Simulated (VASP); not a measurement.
# MgO (lda) (Fm-3m) in VASP: notebook

MgO (lda) is run at these levels: LDA; tasks: single point.

Everything below comes from runs of VASP 6.6.1. Logs are shortened: lines on timing, memory, paths and dates and some standing lists are left out, and cuts for length are marked.

**Experimental background.**

“Electronic structure of alkaline earth and post-transition metal oxides”, 2009, arxiv:0908.1581 quotes, for a bulk crystal of MgO: band gap 7.83 eV.

How close the calculation comes is told below.

**1. The cell of the first run**

Symmetry: Fm-3m, No. 225, cubic system. Conventional cell: a = 4.217 Å, b = 4.217 Å, c = 4.217 Å, α = 90.00°, β = 90.00°, γ = 90.00°. Mg (site symmetry m-3m) has 6 O at 2.11 Å within 2.8 Å. Within 2.8 Å of O (site symmetry m-3m) lie 6 Mg at 2.11 Å.

**2. Single point, LDA**

The input, INCAR:

```
SYSTEM = MgO
PREC = Accurate ; ENCUT = 520
EDIFF = 1E-6 ; ISMEAR = 0
SIGMA = 0.1 ; LREAL = .False.
LASPH = .True. ; NELM = 80
ALGO = Normal ; ISIF = 2
LWAVE = .False. ; LCHARG = .True.
GGA = CA ; LELF = .True.
LVHAR = .True. ; NBANDS = 11
```

The input, KPOINTS:

```
Automatic mesh
0
Gamma
  8 8 8
  0 0 0
```

The input, POSCAR:

```
MgO
1.0
    0.0000000000      2.1085000000      2.1085000000
    2.1085000000      0.0000000000      2.1085000000
    2.1085000000      2.1085000000      0.0000000000
Mg O
1 1
Direct
    0.0000000000      0.0000000000      0.0000000000
    0.5000000000      0.5000000000      0.5000000000
```

Potentials or basis: VASP PAW LDA potentials, release 64 (Mg, O).

On the command line:

```bash
$ cat potpaw_LDA.64/Mg/POTCAR potpaw_LDA.64/O/POTCAR > POTCAR
$ mpirun -np 1 vasp_std > vasp.out
```

OUTCAR:

```text
SYSTEM = MgO
   PREC = Accurate
   ENCUT = 520
   EDIFF = 1E-6
   ISMEAR = 0
   LREAL = .False.
   LASPH = .True.
   NELM = 80
   ISIF = 2
   GGA = CA

 ion  position               nearest neighbor table
   1  0.000  0.000  0.000-   2 2.11   2 2.11   2 2.11   2 2.11   2 2.11   2 2.11
   2  0.500  0.500  0.500-   1 2.11   1 2.11   1 2.11   1 2.11   1 2.11   1 2.11

  LATTYP: Found a face centered cubic cell.
 ALAT       =     4.2170000000

  Lattice vectors:

 A1 = (   0.0000000000,   2.1085000000,   2.1085000000)
 A2 = (   2.1085000000,   0.0000000000,   2.1085000000)
 A3 = (   2.1085000000,   2.1085000000,   0.0000000000)

Analysis of symmetry for initial positions (statically):
=====================================================================
 Subroutine PRICEL returns:
 Original cell was already a primitive cell.

 Routine SETGRP: Setting up the symmetry group for a
 face centered cubic supercell.

 Subroutine GETGRP returns: Found 48 space group operations
 (whereof 48 operations were pure point group operations)
 out of a pool of 48 trial point group operations.

The static configuration has the point symmetry O_h .

Analysis of symmetry for dynamics (positions and initial velocities):
=====================================================================
 Subroutine PRICEL returns:
 Original cell was already a primitive cell.

 Routine SETGRP: Setting up the symmetry group for a
 face centered cubic supercell.

 Subroutine GETGRP returns: Found 48 space group operations
 (whereof 48 operations were pure point group operations)
 out of a pool of 48 trial point group operations.

The dynamic configuration has the point symmetry O_h .

 Subroutine INISYM returns: Found 48 space group operations
 (whereof 48 operations are pure point group operations),
 and found     1 'primitive' translations

----------------------------------------------------------------------------------------

                                     Primitive cell

  volume of cell :      18.7478

  direct lattice vectors                    reciprocal lattice vectors
     0.000000000  2.108500000  2.108500000    -0.237135404  0.237135404  0.237135404
     2.108500000  0.000000000  2.108500000     0.237135404 -0.237135404  0.237135404
     2.108500000  2.108500000  0.000000000     0.237135404  0.237135404 -0.237135404

  length of vectors
     2.981869296  2.981869296  2.981869296     0.410730569  0.410730569  0.410730569

  position of ions in fractional coordinates (direct lattice)
     0.000000000  0.000000000  0.000000000
     0.500000000  0.500000000  0.500000000

  ion indices of the primitive-cell ions
   primitive index   ion index
                 1           1
                 2           2

----------------------------------------------------------------------------------------

 KPOINTS: Automatic mesh

Automatic generation of k-mesh.
 Grid dimensions read from file:
 generate k-points for:    8    8    8

 Generating k-lattice:

  Cartesian coordinates                     Fractional coordinates (reciprocal lattice)
    -0.029641926  0.029641926  0.029641926     0.125000000  0.000000000  0.000000000
     0.029641926 -0.029641926  0.029641926     0.000000000  0.125000000  0.000000000
     0.029641926  0.029641926 -0.029641926     0.000000000  0.000000000  0.125000000

  Length of vectors
     0.051341321  0.051341321  0.051341321

  Shift w.r.t. Gamma in fractional coordinates (k-lattice)
     0.000000000  0.000000000  0.000000000

 Subroutine IBZKPT returns following result:
 ===========================================

 Found     29 irreducible k-points:

 Following reciprocal coordinates:
            Coordinates               Weight
  0.000000  0.000000  0.000000      1.000000
  0.125000  0.000000  0.000000      8.000000
  0.250000  0.000000  0.000000      8.000000
  0.375000  0.000000  0.000000      8.000000
  0.500000  0.000000  0.000000      4.000000
  0.125000  0.125000  0.000000      6.000000
[... 16 lines left out ...]
  0.500000  0.250000  0.125000     48.000000
 -0.375000  0.250000  0.125000     24.000000
 [... further k-points ...]
   k-points           NKPTS =     29   k-points in BZ     NKDIM =     29   number of bands    NBANDS=     11
   number of dos      NEDOS =    301   number of ions     NIONS =      2
   total plane-waves  NPLWV =  13824
   dimension x,y,z NGX =    24 NGY =   24 NGZ =   24
   dimension x,y,z NGXF=    48 NGYF=   48 NGZF=   48
   ions per type =               1   1
   NGX,Y,Z   is equivalent  to a cutoff of  13.38, 13.38, 13.38 a.u.
   NGXF,Y,Z  is equivalent  to a cutoff of  26.76, 26.76, 26.76 a.u.
 SYSTEM =  MgO
   PREC   = accura    normal or accurate (medium, high low for compatibility)
   ISTART =      0    job   : 0-new  1-cont  2-samecut
   ICHARG =      2    charge: 1-file 2-atom 10-const
   ISPIN  =      1    spin polarized calculation?
   LNONCOLLINEAR =      F non collinear calculations
   LSORBIT =      F    spin-orbit coupling
   LASPH  =      T    aspherical Exc in radial PAW
   ENCUT  =  520.0 eV  38.22 Ry    6.18 a.u.   5.54  5.54  5.54*2*pi/ulx,y,z
   NELM   =     80;   NELMIN=  2; NELMDL= -5     # of ELM steps
   EDIFF  = 0.1E-05   stopping-criterion for ELM
   LREAL  =      F    real-space projection
   EDIFFG = 0.1E-04   stopping-criterion for IOM
   NSW    =      0    number of steps for IOM
   IBRION =     -1    ionic relax: 0-MD 1-quasi-New 2-CG
   NFREE  =      0    steps in history (QN), initial steepest desc. (CG)
   ISIF   =      2    stress and relaxation
   ISYM   =      2    0-nonsym 1-usesym 2-fastsym
   POTIM  = 0.5000    time-step for ionic-motion
   TEBEG  =    0.0;   TEEND  =   0.0 temperature during run
   PSTRESS=    0.0 pullay stress
   NELECT =       8.0000    total number of electrons
   NUPDOWN=      -1.0000    fix difference up-down
   EMIN   =  10.00;   EMAX   =-10.00  energy-range for DOS
   EFERMI =   0.00;   METHOD = LEGACY
   ISMEAR =     0;   SIGMA  =   0.10  broadening in eV -4-tet -1-fermi 0-gaus
   EFERMI_NEDOS =   21; number of points for ismear=-14 and -15
   IALGO  =     38    algorithm
   IMIX   =      4    mixing-type and parameters
     AMIX     =   0.40;   BMIX     =  1.00
     AMIX_MAG =   1.60;   BMIX_MAG =  1.00
  volume/ion in A,a.u.               =       9.37        63.26
  Fermi-wavevector in a.u.,A,eV,Ry     =   1.232503  2.329092 20.668107  1.519063
  Thomas-Fermi vector in A             =   2.367270
   LORBIT       =      0    0 simple, 1 ext, 2 COOP (PROOUT), +10 PAW based schemes
   GGA     = CA    functional components
   LHFCALC =     F    Hartree Fock is set to
   AEXX    =    0.0000 exact exchange contribution
   IVDW    =     0    specifies the selected vdW correction
   LEPSILON=     F    determine dielectric tensor
   LRPA    =     F    only Hartree local field effects (RPA)
 non-spin polarized calculation
 Gauss-broadening in eV      SIGMA  =   0.10
  energy-cutoff  :      520.00
  volume of cell :       18.75
 maximum number of plane-waves:       531
 NGX is ok and might be reduce to    24
   NGX = 11   NGY = 11   NGZ = 11

 number of electron       8.0000005 magnetization

 Free energy of the ion-electron system (eV)
  ---------------------------------------------------
  ext. energy  EPLUGINS =         0.00000000
  ---------------------------------------------------
  free energy    TOTEN  =       -13.42160124 eV

  energy without entropy =      -13.42160124  energy(sigma->0) =      -13.42160124

 E-fermi :   3.3700     XC(G=0): -11.5749

 val. band max:        2.8539499940   @ k =   0.0000   0.0000   0.0000
 cond. band min:       7.4762495007   @ k =   0.0000   0.0000   0.0000
 fundamental gap:      4.6222995066
 Fermi energy:         3.3699831985

 k-point     1 :       0.0000    0.0000    0.0000
  band No.  band energies     occupation
      1     -14.1300      2.00000
      2       2.8539      2.00000
      3       2.8539      2.00000
      4       2.8539      2.00000
      5       7.4762      0.00000
      6      18.3601      0.00000
      7      18.3601      0.00000
      8      18.3601      0.00000
      9      22.3755      0.00000
     10      24.0144      0.00000
     11      24.0144      0.00000

 k-point     2 :       0.1250    0.0000    0.0000
  band No.  band energies     occupation
      1     -13.9607      2.00000
      2       1.8891      2.00000
      3       2.7493      2.00000
      4       2.7493      2.00000
      5       8.3834      0.00000
      6      16.7111      0.00000
      7      18.7152      0.00000
      8      18.7152      0.00000
      9      23.0103      0.00000
     10      23.0103      0.00000
     11      24.4545      0.00000

 k-point     3 :       0.2500    0.0000    0.0000
  band No.  band energies     occupation
      1     -13.5192      2.00000
      2       0.1650      2.00000
      3       2.5085      2.00000
      4       2.5085      2.00000
      5       9.8002      0.00000
      6      15.1843      0.00000
      7      19.1874      0.00000
      8      19.1874      0.00000
      9      22.6218      0.00000
     10      22.6218      0.00000
     11      24.4396      0.00000

 k-point     4 :       0.3750    0.0000    0.0000
  band No.  band energies     occupation
      1     -13.0178      2.00000
      2      -1.2673      2.00000
      3       2.2822      2.00000
      4       2.2822      2.00000
      5      10.4803      0.00000
      6      14.9926      0.00000
      7      18.9901      0.00000
      8      18.9901      0.00000
      9      23.6616      0.00000
     10      23.9330      0.00000
     11      23.9330      0.00000

 k-point     5 :       0.5000    0.0000    0.0000
  band No.  band energies     occupation
      1     -12.7870      2.00000
      2      -1.8298      2.00000
      3       2.1922      2.00000
      4       2.1922      2.00000
      5      10.5652      0.00000
      6      15.2147      0.00000
      7      18.8159      0.00000
      8      18.8159      0.00000
      9      23.3584      0.00000
     10      24.9657      0.00000
     11      24.9657      0.00000
[... 211 lines left out ...]
 k-point    21 :       0.5000    0.5000    0.0000
  band No.  band energies     occupation
      1     -12.5161      2.00000
      2      -1.2844      2.00000
      3       1.4861      2.00000
      4       1.4861      2.00000
      5      11.7407      0.00000
      6      12.5174      0.00000
      7      15.7108      0.00000
      8      21.4353      0.00000
      9      21.4353      0.00000
     10      27.8689      0.00000
     11      29.3338      0.00000

 k-point    22 :       0.3750    0.2500    0.1250
  band No.  band energies     occupation
      1     -13.2019      2.00000
      2      -0.1945      2.00000
      3       1.6816      2.00000
      4       2.2300      2.00000
      5      11.1874      0.00000
      6      14.1067      0.00000
      7      17.5881      0.00000
      8      20.0415      0.00000
      9      20.6435      0.00000
     10      24.9299      0.00000
     11      28.2354      0.00000

 k-point    23 :       0.5000    0.2500    0.1250
  band No.  band energies     occupation
      1     -12.8061      2.00000
      2      -0.9024      2.00000
      3       1.0985      2.00000
      4       1.9737      2.00000
      5      12.1611      0.00000
      6      14.2805      0.00000
      7      16.4363      0.00000
      8      19.6389      0.00000
      9      22.2024      0.00000
     10      24.8975      0.00000
     11      28.4438      0.00000

 k-point    24 :      -0.3750    0.2500    0.1250
  band No.  band energies     occupation
      1     -12.6291      2.00000
      2      -1.2064      2.00000
      3       0.8896      2.00000
      4       1.8524      2.00000
      5      12.3296      0.00000
      6      14.8173      0.00000
      7      16.0119      0.00000
      8      19.3965      0.00000
      9      23.0648      0.00000
     10      24.5447      0.00000
     11      28.5845      0.00000

 [... further k-points ...]
[... 5 lines left out ...]
  --------------------------------------------------------------------------------------
  -------------------------------------------------------------------------------------
  Total       -0.9629081     -0.9629081     -0.9629081      0.0000000      0.0000000     -0.0000000
  in kB      -82.2895314    -82.2895314    -82.2895314      0.0000000      0.0000000     -0.0000000
  external PRESSURE =     -82.2895314 kB  Pullay stress =       0.0000000 kB

 VOLUME and BASIS-vectors are now :
 -----------------------------------------------------------------------------
  energy-cutoff  :      520.00
  volume of cell :       18.75
      direct lattice vectors                 reciprocal lattice vectors
     0.000000000  2.108500000  2.108500000    -0.237135404  0.237135404  0.237135404
     2.108500000  0.000000000  2.108500000     0.237135404 -0.237135404  0.237135404
     2.108500000  2.108500000  0.000000000     0.237135404  0.237135404 -0.237135404

 POSITION                                       TOTAL-FORCE (eV/Angst)
 -----------------------------------------------------------------------------------
      0.00000      0.00000      0.00000        -0.000000     -0.000000      0.000000
      2.10850      2.10850      2.10850         0.000000      0.000000     -0.000000
 -----------------------------------------------------------------------------------
    total drift:                               -0.000000     -0.000000      0.000000

  FREE ENERGIE OF THE ION-ELECTRON SYSTEM (eV)
  ---------------------------------------------------
  free  energy   TOTEN  =       -13.4216012429 eV

  energy  without entropy=      -13.4216012429  energy(sigma->0) =      -13.42160124
```

Run time: 4.9 s. Hardware: 1 thread of Intel Xeon 8259CL, shared host; peak memory 0.13 GiB.

Results:

| Item | Value |
| --- | --- |
| Free energy | -13.4216 eV |
| Pressure | -8.2 GPa |
| Band gap on the k mesh | 4.62 eV, direct |

Expect the measured gap to be larger: semilocal functionals such as LDA lack the derivative discontinuity.

**3. Single point, LDA**

This run uses another cell than the first one, of 8.99 Å³/atom, 0.959 times its volume.

The input, INCAR:

```
SYSTEM = MgO
PREC = Accurate
ENCUT = 520
EDIFF = 1E-6
ISMEAR = 0
SIGMA = 0.02
LREAL = .FALSE.
LASPH = .TRUE.
NELM = 80
ALGO = Normal
ISIF = 2
LWAVE = .FALSE.
LCHARG = .FALSE.
GGA = CA
NBANDS = 11
```

The input, KPOINTS:

```
Automatic mesh
0
G
  10 10 10
  0 0 0
```

The input, POSCAR:

```
MgO
1.0
    0.0000000000      2.0796058485      2.0796058485
    2.0796058485      0.0000000000      2.0796058485
    2.0796058485      2.0796058485      0.0000000000
Mg O
1 1
Direct
    0.0000000000      0.0000000000      0.0000000000
    0.5000000000      0.5000000000      0.5000000000
```

Potentials or basis: VASP PAW LDA potentials, release 64 (Mg, O).

On the command line:

```bash
$ cat potpaw_LDA.64/Mg/POTCAR potpaw_LDA.64/O/POTCAR > POTCAR
$ mpirun -np 1 vasp_std > vasp.out
```

OUTCAR:

```text
SYSTEM = MgO
   PREC = Accurate
   ENCUT = 520
   EDIFF = 1E-6
   ISMEAR = 0
   LREAL = .FALSE.
   LASPH = .TRUE.
   NELM = 80
   ISIF = 2
   GGA = CA

 ion  position               nearest neighbor table
   1  0.000  0.000  0.000-   2 2.08   2 2.08   2 2.08   2 2.08   2 2.08   2 2.08
   2  0.500  0.500  0.500-   1 2.08   1 2.08   1 2.08   1 2.08   1 2.08   1 2.08

  LATTYP: Found a face centered cubic cell.
 ALAT       =     4.1592116970

  Lattice vectors:

 A1 = (   0.0000000000,   2.0796058485,   2.0796058485)
 A2 = (   2.0796058485,   0.0000000000,   2.0796058485)
 A3 = (   2.0796058485,   2.0796058485,   0.0000000000)

Analysis of symmetry for initial positions (statically):
=====================================================================
 Subroutine PRICEL returns:
 Original cell was already a primitive cell.

 Routine SETGRP: Setting up the symmetry group for a
 face centered cubic supercell.

 Subroutine GETGRP returns: Found 48 space group operations
 (whereof 48 operations were pure point group operations)
 out of a pool of 48 trial point group operations.

The static configuration has the point symmetry O_h .

Analysis of symmetry for dynamics (positions and initial velocities):
[... 164 lines left out ...]
 fundamental gap:      5.0347792582
 Fermi energy:         3.3963098244

 k-point     1 :       0.0000    0.0000    0.0000
  band No.  band energies     occupation
      1     -14.0315      2.00000
      2       3.1742      2.00000
      3       3.1742      2.00000
      4       3.1742      2.00000
      5       8.2090      0.00000
      6      18.9049      0.00000
      7      18.9049      0.00000
      8      18.9049      0.00000
      9      23.0297      0.00000
     10      24.7205      0.00000
     11      24.7205      0.00000
[... 309 lines left out ...]
 k-point    24 :       0.4000    0.3000    0.0000
  band No.  band energies     occupation
      1     -12.6399      2.00000
      2      -0.5810      2.00000
      3       1.7880      2.00000
      4       2.0226      2.00000
      5      12.8795      0.00000
      6      13.3089      0.00000
      7      16.9008      0.00000
      8      21.5315      0.00000
      9      21.7490      0.00000
     10      28.2096      0.00000
     11      30.6333      0.00000

 [... further k-points ...]
[... 5 lines left out ...]
  --------------------------------------------------------------------------------------
  -------------------------------------------------------------------------------------
  Total       -0.1892909     -0.1892909     -0.1892909      0.0000000      0.0000000      0.0000000
  in kB      -16.8603784    -16.8603784    -16.8603784      0.0000000      0.0000000      0.0000000
  external PRESSURE =     -16.8603784 kB  Pullay stress =       0.0000000 kB

 VOLUME and BASIS-vectors are now :
 -----------------------------------------------------------------------------
  energy-cutoff  :      520.00
  volume of cell :       17.99
      direct lattice vectors                 reciprocal lattice vectors
     0.000000000  2.079605848  2.079605848    -0.240430176  0.240430176  0.240430176
     2.079605848  0.000000000  2.079605848     0.240430176 -0.240430176  0.240430176
     2.079605848  2.079605848  0.000000000     0.240430176  0.240430176 -0.240430176

 POSITION                                       TOTAL-FORCE (eV/Angst)
 -----------------------------------------------------------------------------------
      0.00000      0.00000      0.00000        -0.000000     -0.000000     -0.000000
      2.07961      2.07961      2.07961         0.000000      0.000000      0.000000
 -----------------------------------------------------------------------------------
    total drift:                               -0.000000     -0.000000      0.000000

  FREE ENERGIE OF THE ION-ELECTRON SYSTEM (eV)
  ---------------------------------------------------
  free  energy   TOTEN  =       -13.4447797215 eV

  energy  without entropy=      -13.4447797215  energy(sigma->0) =      -13.44477972
```

stdout:

```text
POSCAR found type information on POSCAR MgO
 POSCAR found :  2 types and       2 ions
 scaLAPACK will be used
 LDA part: xc-table for (Slater(with rela. corr.)+CA(PZ))
 , standard interpolation
 POSCAR, INCAR and KPOINTS ok, starting setup
 FFT: planning ... GRIDC
 FFT: planning ... GRID_SOFT
 FFT: planning ... GRID
 WAVECAR not read
 entering main loop
```

Wall time 6.9 s (1 thread of Intel Xeon 8259CL, shared host); peak memory 0.13 GiB.

Results:

| Property | Result |
| --- | --- |
| Free energy | -13.4448 eV |
| Pressure | -1.7 GPa |
| Band gap on the k mesh | 5.03 eV, direct |

Levels at points of the mesh, in eV from the valence-band top:
```tsv
k point	band 1	band 2	band 3	band 4	band 5	band 6	band 7	band 8
(0.00, 0.00, 0.00)	-17.21	0.00	0.00	0.00	5.03	15.73	15.73	15.73
(0.50, 0.00, 0.00)	-15.75	-4.87	-0.71	-0.71	7.97	12.83	16.39	16.39
(0.50, 0.50, 0.00)	-15.47	-4.31	-1.43	-1.43	8.92	10.12	13.30	19.21
```

**4. How close it comes**

Step 3. Against the measured gap of MgO, 7.83 eV (quoted in “Electronic structure of alkaline earth and post-transition metal oxides”, 2009, arxiv:0908.1581), the calculated 5.03 eV is off by -2.80 eV. The value is that of LDA, without temperature or zero-point motion. Semilocal functionals fall short of measured gaps as a rule.
